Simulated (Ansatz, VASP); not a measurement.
## One calculation of LiF, two programs

```
CELL_PARAMETERS angstrom
2.51626 0.00000 0.00000
0.00000 2.51626 0.00000
0.00000 0.00000 2.51626
ATOMIC_POSITIONS crystal
Li 0.00000 0.00000 0.00000
F 0.50000 0.50000 0.50000
```

Alike in both runs: task single point; functional r2SCAN; k mesh 10 × 10 × 10; no spin polarisation.

|  | VASP | Ansatz |
| --- | --- | --- |
| version | VASP 6.6.1 | Ansatz 0.2.0 |
| potentials or method | VASP PAW PBE potentials, release 64 (Li_sv, F_h) | plane waves, PAW |
| plane-wave cutoff (eV) | 910 | 500 |
| occupations | gaussian, width 0.01 eV | fixed |
| valence electrons in the cell | 10 | 10 |

Ansatz gave:

```
gap on the k mesh at the Fermi level (eV) : 8.91
```

Which values does VASP return?

gap on the k mesh at the Fermi level (eV): 9.10.

VASP's potentials were made for PBE, not for r2SCAN.

Noted on VASP's run: the cutoff is short for stress, so the pressure is rough.
